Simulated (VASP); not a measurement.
Here is a VASP 6.6.1 calculation.

Contents of INCAR:

```
PREC = Accurate
ENCUT = 520
EDIFF = 1E-6
ISMEAR = 0
SIGMA = 0.05
LREAL = False
LASPH = True
NELM = 80
ALGO = Normal
ISIF = 2
LWAVE = False
LCHARG = False
GGA = PS
NBANDS = 60
```

File KPOINTS:

```
Automatic mesh
0
Gamma
  7 7 3
```

The input POSCAR:

```
TiO2
1.0
   -3.7706690430      0.0000000000      0.0000000000
    0.0000000000     -3.7706690430      0.0000000000
    0.0000000000      0.0000000000      9.2463353711
Ti O
4 8
Direct
    0.0000000000      0.0000000000      0.9033896257
    0.5000000000      0.5000000000      0.3871669824
    0.5000000000      0.0000000000      0.6452783040
    0.0000000000      0.5000000000      0.1290556608
    0.5000000000      0.5000000000      0.6015229284
    1.0000000000      1.0000000000      0.0853002851
    0.5000000000      0.0000000000      0.8596342500
    1.0000000000      0.5000000000      0.3434116068
    0.5000000000      0.0000000000      0.4309223581
    0.0000000000      0.5000000000      0.9471450013
    0.0000000000      0.0000000000      0.6890336797
    0.5000000000      0.5000000000      0.1728110365
```

Potentials or basis: VASP PAW PBE potentials, release 64 (Ti_sv, O).

Launch:

```sh
$ cat potpaw_PBE.64/Ti_sv/POTCAR potpaw_PBE.64/O/POTCAR > POTCAR
$ mpirun -np 1 vasp_std > vasp.out
```

**Question.** What does it give for the pressure?

**Answer.** 14.4 GPa.

**Question.** Estimate the band gap on the k mesh.

**Answer.** 1.84 eV (least direct gap 2.02 eV).

**Question.** What does it give for the largest force?

**Answer.** 6.053 eV/Å.

Forces in eV/Å, atoms in the order of the input:
```
Ti   0.000  0.000 -5.402
Ti   0.000  0.000  0.239
Ti   0.000  0.000 -0.239
Ti   0.000  0.000  5.402
O    0.000  0.000  0.106
O    0.000  0.000  6.053
O    0.000  0.000  0.157
O    0.000  0.000  0.681
O    0.000  0.000 -0.106
O    0.000  0.000 -6.053
O    0.000  0.000 -0.681
O    0.000  0.000 -0.157
```

Caveat: the cell differs from its parent crystal (the distance across one plane changed); the stress differs along the axes, from 1 to 30 GPa; the PAW data sets were made with another functional, which shifts forces and pressure a little. A k mesh can miss the band edges.
